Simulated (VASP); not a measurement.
Wanted: the native input for a VASP 6.6.1 run.

```
Task                   : electric field gradients
Functional             : PBEsol
Potentials or basis    : VASP PAW PBE potentials, release 64 (Mg, Mo_sv)
Cutoff                 : 520 eV
k mesh                 : 13 × 13 × 13
Occupations            : fermi-dirac, width 0.03 eV
Spin                   : no spin polarisation
Dipole correction      : no
Further INCAR settings : ALGO = Normal; EDIFF = 1e-08; NBANDS = 15
```

The structure of MgMo (L11 type) lies in POSCAR:

```
MgMo
1.0
    1.3793569998     -0.7963721351      4.7775338961
    0.0000000000      1.5927442703      4.7775338961
   -1.3793569998     -0.7963721351      4.7775338961
Mg Mo
1 1
Direct
    0.0000000000      0.0000000000      0.0000000000
    0.5000000000      0.5000000000      0.5000000000
```

This cell differs from its parent crystal: volume scaled by 0.9405.

The input as run:

INCAR

```
  PREC = Accurate
  ENCUT = 520
  EDIFF = 1E-8
  ISMEAR = -1
  SIGMA = 0.03
  LREAL = F
  LASPH = T
  NELM = 80
  ALGO = Normal
  ISIF = 2
  LWAVE = F
  LCHARG = F
  GGA = PS
  LEFG = T
  NBANDS = 15
```

KPOINTS

```
Automatic mesh
0
Gamma
  13 13 13
```

Potentials or basis: VASP PAW PBE potentials, release 64 (Mg, Mo_sv).

Run with:

```console
$ cat potpaw_PBE.64/Mg/POTCAR potpaw_PBE.64/Mo_sv/POTCAR > POTCAR
$ mpirun -np 1 vasp_std > vasp.out
```

It gave:

```json
{"Pressure": "9.3 GPa", "Band gap on the k mesh": "zero (band 8 reaches 9.36 eV, above the bottom of band 9 at 7.58 eV)"}
```

Caveat: without QUAD_EFG the Cq values of the log hold for a quadrupole moment of 1 mb, not for the nuclei; the PAW data sets were made with another functional, which shifts forces and pressure a little.

It took 2.1 min on 1 thread of Intel(R) Xeon(R) 6975P-C (Granite Rapids) (shared host), peak memory 0.3 GiB.
